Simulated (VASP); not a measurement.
AlB2Sb3, 6 atoms in the cell. It takes space group P4/mmm (No. 123, tetragonal). Conventional cell: a = 5.925 Å, b = 5.925 Å, c = 8.080 Å, α = 90.00°, β = 90.00°, γ = 90.00°. Al (site symmetry 4/mmm) has 2 B at 1.97 Å within 2.6 Å. B (site symmetry 4mm) has 1 Al at 1.97 Å and 1 Sb at 2.07 Å within 2.6 Å. Within 2.7 Å of Sb (site symmetry 4/mmm) lie 2 B at 2.07 Å. Sb (site symmetry mmm) has 2 Sb at 2.96 Å and 4 B at 3.61 Å within 3.9 Å. The cell was generated, and may not be a known phase.

| Item | Value |
| --- | --- |
| Program | VASP 6.6.1 |
| Task | single point |
| Functional | PBE |
| Potentials or basis | VASP PAW PBE potentials, release 64 (Al, B, Sb) |
| Cutoff | 520 eV |
| k mesh | 4 × 4 × 4 |
| Occupations | gaussian, width 0.1 eV |
| Spin | no spin polarisation |
| Dipole correction | no |
| Further INCAR settings | ALGO = Normal; EDIFF = 1e-06; NBANDS = 21 |

Potentials or basis: VASP PAW PBE potentials, release 64 (Al, B, Sb).

Launch:

```console
$ cat potpaw_PBE.64/Al/POTCAR potpaw_PBE.64/B/POTCAR potpaw_PBE.64/Sb/POTCAR > POTCAR
$ mpirun -np 1 vasp_std > vasp.out
```

Hardware: 1 thread of AMD EPYC 7R13, with other jobs on the host.

Q: Estimate the wall time of this run.

A: It took 4.3 min on 1 thread of AMD EPYC 7R13, on a shared host, peak memory 0.39 GiB. Counts: scf iterations 16, k points 18.
